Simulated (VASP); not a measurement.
A run of VASP 6.6.1 is set up as follows.

INCAR

```
SYSTEM = Ta
ALGO     = Normal         ! electronic algorithm
EDIFF    = 1E-7           ! SCF threshold, eV
EDIFFG   = -0.01          ! ionic threshold
ENCUT    = 500            ! plane-wave cutoff, eV
GGA      = CA             ! functional
GGA_COMPAT= .FALSE.      
IBRION   = 2              ! ionic algorithm
ISIF     = 3              ! what is computed and relaxed
ISMEAR   = 1              ! smearing method
LASPH    = .TRUE.         ! aspherical terms in the spheres
LCHARG   = .FALSE.        ! write CHGCAR
LREAL    = .FALSE.        ! projectors in reciprocal space
LWAVE    = .FALSE.        ! write WAVECAR
NELM     = 120            ! most SCF steps
NELMIN   = 4            
NSW      = 80             ! ionic steps
PREC     = Accurate       ! precision mode
PSTRESS  = 300.0        
SIGMA    = 0.05           ! smearing width, eV
```

Contents of KPOINTS:

```
k-points
0
G
  11 11 11
  0 0 0
```

POSCAR

```
Ta
1.0
   -1.6512800000      1.6512800000      1.6512800000
    1.6512800000     -1.6512800000      1.6512800000
    1.6512800000      1.6512800000     -1.6512800000
Ta
1
Direct
    0.0000000000      0.0000000000      0.0000000000
```

Potentials or basis: VASP PAW LDA potentials, release 64 (Ta_pv).

Run with:

```console
$ cat potpaw_LDA.64/Ta_pv/POTCAR > POTCAR
$ mpirun -np 1 vasp_std > vasp.out
```

Q: Estimate the relaxed cell.

A: a = 2.722 Å, b = 2.722 Å, c = 2.722 Å, α = 109.47°, β = 109.47°, γ = 109.47°.

Q: Predict the relaxed volume.

A: 15.53 Å³/atom.

Q: Estimate the band gap on the k mesh.

A: Zero (an odd number of electrons rules out a gap without spin polarisation).

Final structure:
```
Ta
1.0
    -1.57170    1.57170    1.57170
     1.57170   -1.57170    1.57170
     1.57170    1.57170   -1.57170
Ta
1
Cartesian
  0.0000 0.0000 0.0000
```

Caveat: the cell is relaxed towards a set pressure, so the run minimises the enthalpy, not the energy; spin-orbit coupling is left out, which moves the levels of the heavy elements. Zero-point motion and thermal expansion aren't in these numbers.
